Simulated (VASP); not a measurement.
A run of VASP 6.6.1:

File INCAR:

```
SYSTEM = MoRh
  ALGO = Normal
  EDIFF = 1E-6
  ENCUT = 500
  GGA = CA
  GGA_COMPAT = .FALSE.
  ISIF = 2
  ISMEAR = -1
  LASPH = .TRUE.
  LCHARG = .FALSE.
  LREAL = .FALSE.
  LWAVE = .FALSE.
  NBANDS = 22
  NELM = 120
  PREC = Accurate
  SIGMA = 0.05
```

KPOINTS

```
k-points
0
G
  9 9 5
  0 0 0
```

POSCAR

```
MoRh
1.0
    2.7248878574      0.0000000000      0.0000000000
   -1.3624439287      2.3598221070      0.0000000000
    0.0000000000      0.0000000000      4.3253866242
Mo Rh
1 1
Direct
    0.0000000000      0.0000000000      0.5000000000
    0.3333333333      0.6666666667      0.0000000000
```

Potentials or basis: VASP PAW LDA potentials, release 64 (Mo_sv, Rh_pv).

The run is started by

```bash
$ cat potpaw_LDA.64/Mo_sv/POTCAR potpaw_LDA.64/Rh_pv/POTCAR > POTCAR
$ mpirun -np 1 vasp_std > vasp.out
```

Hardware: 1 thread of Intel(R) Xeon(R) Platinum 8259CL CPU @ 2.50GHz (Skylake/Cascade Lake), with other jobs on the host.

Question: Estimate the wall time of this run.

Answer: Run time: 12 s on 1 thread of Intel(R) Xeon(R) Platinum 8259CL CPU @ 2.50GHz (Skylake/Cascade Lake), with other jobs on the host, peak memory 0.14 GiB. Counts: scf iterations 12, k points 36.
